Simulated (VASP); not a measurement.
Runs of VASP 6.6.1 on Cr. The structure is that of space group P6_3/mmc (No. 194), or close to it. The cells are those of the table. 

```tsv
task	cell	k mesh	cutoff (eV)	gap on the mesh (eV)	pressure (GPa)	relaxed volume (Å³/atom)
relaxation of cell and atoms	relaxed from a = 2.881, b = 2.881, c = 7.847 Å, angles 90.0, 90.0, 120.0°, 4 atoms	6 × 6 × 2	600	none	0.0	13.84
single point	a = 3.803, b = 3.803, c = 4.428 Å, angles 90.0, 90.0, 120.0°, 4 atoms	6 × 6 × 2	520	none	0.2	-
relaxation of cell and atoms	relaxed from a = 3.803, b = 3.803, c = 4.428 Å, angles 90.0, 90.0, 120.0°, 4 atoms	6 × 6 × 4	600	none	0.1	13.83
single point	a = 3.828, b = 3.828, c = 4.363 Å, angles 90.0, 90.0, 120.0°, 4 atoms	12 × 12 × 10	520	none	(a)	-
single point	a = 3.817, b = 3.817, c = 4.385 Å, angles 90.0, 90.0, 120.0°, 4 atoms	6 × 6 × 4	520	none	0.1	-
```

Alike in all rows: level PBE; potentials or basis VASP PAW PBE potentials, release 64 (Cr_pv); no spin polarisation; smearing gaussian 0.1 eV.

Fill in the values left out.

(a) 0.3.

Caveats: some runs use coarse meshes; the run has no spin polarisation, though such a crystal can be magnetic.

A gap of «none» marks levels without a gap at the run's occupations.
